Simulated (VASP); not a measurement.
# NaCl (P1) in VASP: notebook

The runs below take NaCl through single point, with LDA.

Program: VASP 6.6.1. These are calculated values, not measurements. Logs are shortened: lines on timing, memory, paths and dates and some standing lists are left out, and cuts for length are marked.

## 1. The cell of the first run

The typed cell holds 2 atoms: a = 3.502 Å, b = 3.502 Å, c = 3.502 Å, α = 90.00°, β = 90.00°, γ = 90.00°.

## 2. Single point, LDA

Contents of INCAR:

```
ALGO     = Normal         # electronic algorithm
EDIFF    = 1E-6           # SCF threshold, eV
ENCUT    = 400            # plane-wave cutoff, eV
GGA_COMPAT= False        
ISIF     = 2              # what is computed and relaxed
ISMEAR   = 0              # smearing method
LASPH    = True           # aspherical terms in the spheres
LCHARG   = False          # write CHGCAR
LREAL    = False          # projectors in reciprocal space
LWAVE    = False          # write WAVECAR
NBANDS   = 14             # bands
NELM     = 120            # most SCF steps
PREC     = Accurate       # precision mode
SIGMA    = 0.01           # smearing width, eV
```

Contents of KPOINTS:

```
k-points
0
Gamma
  2 2 2
```

Contents of POSCAR:

```
NaCl
1.0
    3.5021900000      0.0000000000      0.0000000000
    0.0000000000      3.5021900000      0.0000000000
    0.0000000000      0.0000000000      3.5021900000
Na Cl
1 1
Direct
   -0.0049289159     -0.0027522779     -0.0034132928
    0.5031965713      0.5017848832      0.5022134721
```

Potentials or basis: VASP PAW LDA potentials, release 64 (Na_pv, Cl).

Launch:

```bash
cat potpaw_LDA.64/Na_pv/POTCAR potpaw_LDA.64/Cl/POTCAR > POTCAR
mpirun -np 1 vasp_std > vasp.out
```

OUTCAR:

```text
EDIFF = 1E-6
   ENCUT = 400
   ISIF = 2
   ISMEAR = 0
   LASPH = True
   LREAL = False
   NELM = 120
   PREC = Accurate

 ion  position               nearest neighbor table
   1  0.995  0.997  0.997-
   2  0.503  0.502  0.502-

  LATTYP: Found a simple cubic cell.
 ALAT       =     3.5021900000

  Lattice vectors:

 A1 = (   3.5021900000,   0.0000000000,   0.0000000000)
 A2 = (   0.0000000000,   3.5021900000,   0.0000000000)
 A3 = (   0.0000000000,   0.0000000000,   3.5021900000)

Analysis of symmetry for initial positions (statically):
=====================================================================
 Subroutine PRICEL returns:
 Original cell was already a primitive cell.

 Routine SETGRP: Setting up the symmetry group for a
 simple cubic supercell.

 Subroutine GETGRP returns: Found  1 space group operations
 (whereof  1 operations were pure point group operations)
 out of a pool of 48 trial point group operations.

The static configuration has the point symmetry C_1 .

Analysis of symmetry for dynamics (positions and initial velocities):
=====================================================================
 Subroutine PRICEL returns:
 Original cell was already a primitive cell.

 Routine SETGRP: Setting up the symmetry group for a
 simple cubic supercell.

 Subroutine GETGRP returns: Found  1 space group operations
 (whereof  1 operations were pure point group operations)
 out of a pool of 48 trial point group operations.

The dynamic configuration has the point symmetry C_1 .

 Subroutine INISYM returns: Found  1 space group operations
 (whereof  1 operations are pure point group operations),
 and found     1 'primitive' translations

----------------------------------------------------------------------------------------

                                     Primitive cell

  volume of cell :      42.9555

  direct lattice vectors                    reciprocal lattice vectors
     3.502190000  0.000000000  0.000000000     0.285535622  0.000000000  0.000000000
     0.000000000  3.502190000  0.000000000     0.000000000  0.285535622  0.000000000
     0.000000000  0.000000000  3.502190000     0.000000000  0.000000000  0.285535622

  length of vectors
     3.502190000  3.502190000  3.502190000     0.285535622  0.285535622  0.285535622

  position of ions in fractional coordinates (direct lattice)
     0.995071084  0.997247722  0.996586707
     0.503196571  0.501784883  0.502213472

  ion indices of the primitive-cell ions
   primitive index   ion index
                 1           1
                 2           2

----------------------------------------------------------------------------------------

 KPOINTS: k-points

Automatic generation of k-mesh.
 Grid dimensions read from file:
 generate k-points for:    2    2    2

 Generating k-lattice:

  Cartesian coordinates                     Fractional coordinates (reciprocal lattice)
     0.142767811  0.000000000  0.000000000     0.500000000  0.000000000  0.000000000
     0.000000000  0.142767811  0.000000000     0.000000000  0.500000000  0.000000000
     0.000000000  0.000000000  0.142767811     0.000000000  0.000000000  0.500000000

  Length of vectors
     0.142767811  0.142767811  0.142767811

  Shift w.r.t. Gamma in fractional coordinates (k-lattice)
     0.000000000  0.000000000  0.000000000

 Subroutine IBZKPT returns following result:
 ===========================================

 Found      8 irreducible k-points:

 Following reciprocal coordinates:
            Coordinates               Weight
  0.000000  0.000000  0.000000      1.000000
  0.500000  0.000000  0.000000      1.000000
  0.000000  0.500000  0.000000      1.000000
  0.000000  0.000000  0.500000      1.000000
  0.500000  0.500000  0.000000      1.000000
  0.000000  0.500000  0.500000      1.000000
  0.500000  0.000000  0.500000      1.000000
  0.500000  0.500000  0.500000      1.000000
   k-points           NKPTS =      8   k-points in BZ     NKDIM =      8   number of bands    NBANDS=     14
   number of dos      NEDOS =    301   number of ions     NIONS =      2
   total plane-waves  NPLWV =  13824
   dimension x,y,z NGX =    24 NGY =   24 NGZ =   24
   dimension x,y,z NGXF=    48 NGYF=   48 NGZF=   48
   ions per type =               1   1
   NGX,Y,Z   is equivalent  to a cutoff of  11.39, 11.39, 11.39 a.u.
   NGXF,Y,Z  is equivalent  to a cutoff of  22.79, 22.79, 22.79 a.u.
 SYSTEM =  unknown system
   PREC   = accura    normal or accurate (medium, high low for compatibility)
   ISTART =      0    job   : 0-new  1-cont  2-samecut
   ICHARG =      2    charge: 1-file 2-atom 10-const
   ISPIN  =      1    spin polarized calculation?
   LNONCOLLINEAR =      F non collinear calculations
   LSORBIT =      F    spin-orbit coupling
   LASPH  =      T    aspherical Exc in radial PAW
   ENCUT  =  400.0 eV  29.40 Ry    5.42 a.u.   5.71  5.71  5.71*2*pi/ulx,y,z
   NELM   =    120;   NELMIN=  2; NELMDL= -5     # of ELM steps
   EDIFF  = 0.1E-05   stopping-criterion for ELM
   LREAL  =      F    real-space projection
   EDIFFG = 0.1E-04   stopping-criterion for IOM
   NSW    =      0    number of steps for IOM
   IBRION =     -1    ionic relax: 0-MD 1-quasi-New 2-CG
   NFREE  =      0    steps in history (QN), initial steepest desc. (CG)
   ISIF   =      2    stress and relaxation
   ISYM   =      2    0-nonsym 1-usesym 2-fastsym
   POTIM  = 0.5000    time-step for ionic-motion
   TEBEG  =    0.0;   TEEND  =   0.0 temperature during run
   PSTRESS=    0.0 pullay stress
   NELECT =      14.0000    total number of electrons
   NUPDOWN=      -1.0000    fix difference up-down
   EMIN   =  10.00;   EMAX   =-10.00  energy-range for DOS
   EFERMI =   0.00;   METHOD = LEGACY
   ISMEAR =     0;   SIGMA  =   0.01  broadening in eV -4-tet -1-fermi 0-gaus
   EFERMI_NEDOS =   21; number of points for ismear=-14 and -15
   IALGO  =     38    algorithm
   IMIX   =      4    mixing-type and parameters
     AMIX     =   0.40;   BMIX     =  1.00
     AMIX_MAG =   1.60;   BMIX_MAG =  1.00
  volume/ion in A,a.u.               =      21.48       144.94
  Fermi-wavevector in a.u.,A,eV,Ry     =   1.126621  2.129005 17.269530  1.269275
  Thomas-Fermi vector in A             =   2.263304
   LORBIT       =      0    0 simple, 1 ext, 2 COOP (PROOUT), +10 PAW based schemes
   GGA     = CA    functional components
   LHFCALC =     F    Hartree Fock is set to
   AEXX    =    0.0000 exact exchange contribution
   IVDW    =     0    specifies the selected vdW correction
   LEPSILON=     F    determine dielectric tensor
   LRPA    =     F    only Hartree local field effects (RPA)
 non-spin polarized calculation
 Gauss-broadening in eV      SIGMA  =   0.01
  energy-cutoff  :      400.00
  volume of cell :       42.96
 maximum number of plane-waves:       804
 NGX is ok and might be reduce to    24
   NGX = 11   NGY = 11   NGZ = 11

 number of electron      13.9999995 magnetization

 Free energy of the ion-electron system (eV)
  ---------------------------------------------------
  ext. energy  EPLUGINS =         0.00000000
  ---------------------------------------------------
  free energy    TOTEN  =        -6.52542974 eV

  energy without entropy =       -6.52542974  energy(sigma->0) =       -6.52542974

 E-fermi :   0.6235     XC(G=0):  -8.8990

 val. band max:        0.5176923198   @ k =   0.0000   0.5000   0.5000
 cond. band min:       3.8819172889   @ k =   0.0000   0.0000   0.0000
 fundamental gap:      3.3642249691
 Fermi energy:         0.6235410788

 k-point     1 :       0.0000    0.0000    0.0000
  band No.  band energies     occupation
      1     -21.9455      2.00000
      2     -21.9455      2.00000
      3     -21.9454      2.00000
      4     -12.7856      2.00000
      5      -0.0134      2.00000
      6      -0.0133      2.00000
      7      -0.0132      2.00000
      8       3.8819      0.00000
      9       8.5734      0.00000
     10       8.5741      0.00000
     11      15.5210      0.00000
     12      15.5227      0.00000
     13      15.5278      0.00000
     14      16.1765      0.00000

 k-point     2 :       0.5000    0.0000    0.0000
  band No.  band energies     occupation
      1     -21.9880      2.00000
      2     -21.9422      2.00000
      3     -21.9422      2.00000
      4     -12.3998      2.00000
      5      -2.6440      2.00000
      6       0.2404      2.00000
      7       0.2406      2.00000
      8       6.8336      0.00000
      9       8.5750      0.00000
     10      10.6319      0.00000
     11      11.8788      0.00000
     12      11.8834      0.00000
     13      12.7755      0.00000
     14      17.3283      0.00000

 k-point     3 :       0.0000    0.5000    0.0000
  band No.  band energies     occupation
      1     -21.9879      2.00000
      2     -21.9423      2.00000
      3     -21.9422      2.00000
      4     -12.3997      2.00000
      5      -2.6442      2.00000
      6       0.2404      2.00000
      7       0.2408      2.00000
      8       6.8335      0.00000
      9       8.5744      0.00000
     10      10.6326      0.00000
     11      11.8763      0.00000
     12      11.8846      0.00000
     13      12.7770      0.00000
     14      17.3280      0.00000

 k-point     4 :       0.0000    0.0000    0.5000
  band No.  band energies     occupation
      1     -21.9880      2.00000
      2     -21.9423      2.00000
      3     -21.9422      2.00000
      4     -12.3997      2.00000
      5      -2.6442      2.00000
      6       0.2403      2.00000
      7       0.2408      2.00000
      8       6.8336      0.00000
      9       8.5745      0.00000
     10      10.6325      0.00000
     11      11.8772      0.00000
     12      11.8840      0.00000
     13      12.7766      0.00000
     14      17.3281      0.00000

 k-point     5 :       0.5000    0.5000    0.0000
  band No.  band energies     occupation
      1     -21.9791      2.00000
      2     -21.9790      2.00000
      3     -21.9387      2.00000
      4     -12.1141      2.00000
      5      -1.8945      2.00000
      6      -1.8942      2.00000
      7       0.5175      2.00000
      8       5.4304      0.00000
      9       9.9097      0.00000
     10      10.9454      0.00000
     11      10.9474      0.00000
     12      12.7036      0.00000
     13      12.7044      0.00000
     14      17.3874      0.00000

 k-point     6 :       0.0000    0.5000    0.5000
  band No.  band energies     occupation
      1     -21.9790      2.00000
      2     -21.9790      2.00000
      3     -21.9387      2.00000
      4     -12.1141      2.00000
      5      -1.8945      2.00000
      6      -1.8944      2.00000
      7       0.5177      2.00000
      8       5.4306      0.00000
      9       9.9103      0.00000
     10      10.9454      0.00000
     11      10.9465      0.00000
     12      12.7045      0.00000
     13      12.7050      0.00000
     14      17.3860      0.00000

 k-point     7 :       0.5000    0.0000    0.5000
  band No.  band energies     occupation
      1     -21.9791      2.00000
      2     -21.9790      2.00000
      3     -21.9387      2.00000
      4     -12.1141      2.00000
      5      -1.8944      2.00000
      6      -1.8942      2.00000
      7       0.5175      2.00000
      8       5.4303      0.00000
      9       9.9096      0.00000
     10      10.9455      0.00000
     11      10.9476      0.00000
     12      12.7033      0.00000
     13      12.7042      0.00000
     14      17.3878      0.00000

 k-point     8 :       0.5000    0.5000    0.5000
  band No.  band energies     occupation
      1     -21.9728      2.00000
      2     -21.9728      2.00000
      3     -21.9728      2.00000
      4     -11.8238      2.00000
      5      -1.4366      2.00000
      6      -1.4365      2.00000
      7      -1.4363      2.00000
      8       7.0286      0.00000
      9       7.0288      0.00000
     10       7.0301      0.00000
     11      11.4540      0.00000
     12      15.8511      0.00000
     13      15.8516      0.00000
     14      15.8543      0.00000

------------------------ aborting loop because EDIFF is reached ----------------------------------------

  FORCE on cell =-STRESS in cart. coord.  units (eV):
  Direction    XX          YY          ZZ          XY          YZ          ZX
  --------------------------------------------------------------------------------------
  -------------------------------------------------------------------------------------
  Total        0.1998221      0.1996641      0.1995308      0.0014998      0.0010839      0.0018927
  in kB        7.4530668      7.4471737      7.4422016      0.0559411      0.0404282      0.0705953
  external PRESSURE =       7.4474807 kB  Pullay stress =       0.0000000 kB

 VOLUME and BASIS-vectors are now :
 -----------------------------------------------------------------------------
  energy-cutoff  :      400.00
  volume of cell :       42.96
      direct lattice vectors                 reciprocal lattice vectors
     3.502190000  0.000000000  0.000000000     0.285535622  0.000000000  0.000000000
     0.000000000  3.502190000  0.000000000     0.000000000  0.285535622  0.000000000
     0.000000000  0.000000000  3.502190000     0.000000000  0.000000000  0.285535622

 POSITION                                       TOTAL-FORCE (eV/Angst)
 -----------------------------------------------------------------------------------
      3.48493      3.49255      3.49024        -0.001979     -0.001121     -0.001324
      1.76229      1.75735      1.75885         0.001979      0.001121      0.001324
 -----------------------------------------------------------------------------------
    total drift:                                0.000455      0.000236      0.000254

  FREE ENERGIE OF THE ION-ELECTRON SYSTEM (eV)
  ---------------------------------------------------
  free  energy   TOTEN  =        -6.5254297355 eV

  energy  without entropy=       -6.5254297355  energy(sigma->0) =       -6.52542974
```

Run time: 1.2 s. Hardware: 1 thread of Intel Xeon Platinum 8481C at 2.70GHz (Sapphire Rapids), shared host; peak memory 0.12 GiB.

Results:

```yaml
Free_energy: -6.5254 eV
Pressure: 0.7 GPa
Band_gap_on_the_k_mesh: 3.36 eV, indirect (least direct gap 3.90 eV)
```

Forces on the atoms (eV/Å):
```
Na  -0.002 -0.001 -0.001
Cl   0.002  0.001  0.001
```

Levels at points of the mesh, in eV from the valence-band top:
```
           k point  band 4  band 5  band 6  band 7  band 8  band 9  band 10  band 11
(0.00, 0.00, 0.00)  -13.30   -0.53   -0.53   -0.53    3.36    8.06     8.06    15.00
(0.50, 0.00, 0.00)  -12.92   -3.16   -0.28   -0.28    6.32    8.06    10.11    11.36
(0.00, 0.50, 0.00)  -12.92   -3.16   -0.28   -0.28    6.32    8.06    10.11    11.36
(0.00, 0.00, 0.50)  -12.92   -3.16   -0.28   -0.28    6.32    8.06    10.11    11.36
(0.50, 0.50, 0.00)  -12.63   -2.41   -2.41    0.00    4.91    9.39    10.43    10.43
(0.00, 0.50, 0.50)  -12.63   -2.41   -2.41    0.00    4.91    9.39    10.43    10.43
(0.50, 0.00, 0.50)  -12.63   -2.41   -2.41    0.00    4.91    9.39    10.43    10.43
(0.50, 0.50, 0.50)  -12.34   -1.95   -1.95   -1.95    6.51    6.51     6.51    10.94
```

Caveat: the k points lie up to 0.90 Å⁻¹ apart. LDA gaps usually lie below the measured ones, often by a third to a half.

[end of part 1 of 2]
